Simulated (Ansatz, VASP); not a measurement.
# One calculation of Ga, two programs

File INCAR:

```
PREC     = Accurate       # precision mode
ENCUT    = 600            # plane-wave cutoff, eV
EDIFF    = 1E-7           # SCF threshold, eV
ISMEAR   = -1             # smearing method
SIGMA    = 0.05           # smearing width, eV
LREAL    = False          # projectors in reciprocal space
LASPH    = True           # aspherical terms in the spheres
NELM     = 60             # most SCF steps
ALGO     = Fast           # electronic algorithm
ISIF     = 3              # what is computed and relaxed
LWAVE    = False          # write WAVECAR
LCHARG   = False          # write CHGCAR
GGA      = RE             # functional
IVDW     = 12             # dispersion correction
IBRION   = 2              # ionic algorithm
NSW      = 60             # ionic steps
EDIFFG   = -0.01          # ionic threshold
```

KPOINTS

```
regular mesh
0
Gamma
  10 10 8
```

The input POSCAR:

```
Ga
1.0
    1.3830000000     -4.0265000000      0.0000000000
    1.3830000000      4.0265000000      0.0000000000
   -0.1174474948      0.0000000000      3.3299294416
Ga
2
Direct
    0.1310000000      0.8690000000      0.7500000000
    0.8690000000      0.1310000000      0.2500000000
```

input.yaml

```yaml
crystal:
  lattice:
    - [1.383, -4.0265, 0.0]
    - [1.383, 4.0265, 0.0]
    - [-0.1174474948, 0.0, 3.3299294416]
  atoms:
    - { symbol: Ga, position: [0.131, 0.869, 0.75] }
    - { symbol: Ga, position: [0.869, 0.131, 0.25] }
hamiltonian:
  xc: revpbe
  pseudopotentials: { kind: paw }
  dispersion: d3bj
kpoints:
  mp_grid: { grid: [10, 10, 8] }
scf:
  occupations: { method: fermi_dirac, width: 0.05 }
output:
  forces: true
  stress: true
  eigenvalues: true
relax:
  f_tol: 0.01
  max_steps: 40
  cell: { stress_tol: 0.05 }
```

Alike in both runs: task relaxation of cell and atoms; functional revPBE; dispersion D3(BJ); k mesh 10 × 10 × 8; occupations fermi-dirac, width 0.05 eV; no spin polarisation.

|  | VASP | Ansatz |
| --- | --- | --- |
| version | VASP 6.6.1 | Ansatz 0.2.0 |
| potentials or method | VASP PAW PBE potentials, release 64 (Ga_d) | Ansatz PAW |
| plane-wave cutoff (eV) | 600 | 420 |
| valence electrons in the cell | 26 | 26 |

VASP gave:

| Quantity | Value |
| --- | --- |
| gap on the k mesh at the Fermi level, each at its own relaxed structure (eV) | none |
| relaxed volume (Å³/atom) | 17.88 |
| relaxed cell length with the largest relative difference (Å) | 3.155 |

Question: Estimate Ansatz's values.

Answer: gap on the k mesh at the Fermi level, each at its own relaxed structure (eV): none; relaxed volume (Å³/atom): 17.84; relaxed cell length with the largest relative difference (Å): 3.152.

VASP's potentials were made for PBE, not for revPBE. A gap of «none» marks a metal or a gap that the smearing closes.

Noted on Ansatz's run: the plane-wave basis is chosen anew once the cell has moved, so the energies of steps on either side of that aren't comparable.
